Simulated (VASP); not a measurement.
Input of a VASP 6.6.1 run:

The input INCAR:

```
ALGO = Normal ; EDIFF = 1E-6
ENCUT = 700 ; GGA = PS
GGA_COMPAT = F ; ISIF = 2
ISMEAR = 0 ; LASPH = T
LCHARG = F ; LREAL = F
LWAVE = F ; NBANDS = 20
NELM = 120 ; PREC = Accurate
SIGMA = 0.1
```

File KPOINTS:

```
k-points
0
Gamma
  12 12 2
```

File POSCAR:

```
CrO2
1.0
    2.5856615365      0.0000000000      0.0000000000
   -1.2928307683      2.2392485762      0.0000000000
    0.0000000000      0.0000000000     13.7046992209
Cr O
1 2
Direct
    0.3333333333      0.6666666667      0.0000000000
    0.6666666667      0.3333333333      0.9161180683
    0.6666666667      0.3333333333      0.0838819317
```

Potentials or basis: VASP PAW PBE potentials, release 64 (Cr_sv, O).

Command:

```bash
$ cat potpaw_PBE.64/Cr_sv/POTCAR potpaw_PBE.64/O/POTCAR > POTCAR
$ mpirun -np 1 vasp_std > vasp.out
```

Task: What does it give for the largest force?

Result: 0.011 eV/Å.

Task: Predict the band gap on the k mesh.

Result: 0.49 eV (least direct gap 1.74 eV).

Forces on the atoms (eV/Å):
```
Cr   0.000  0.000  0.000
O    0.000  0.000 -0.011
O    0.000  0.000  0.011
```

Caveat: there is no dipole correction, which matters where the two faces differ; the PAW data sets were made with another functional, which shifts forces and pressure a little; the run has no spin polarisation, though such a crystal can be magnetic. Spin polarisation is off, so any magnetic state and its effect on volume and gap are missing.
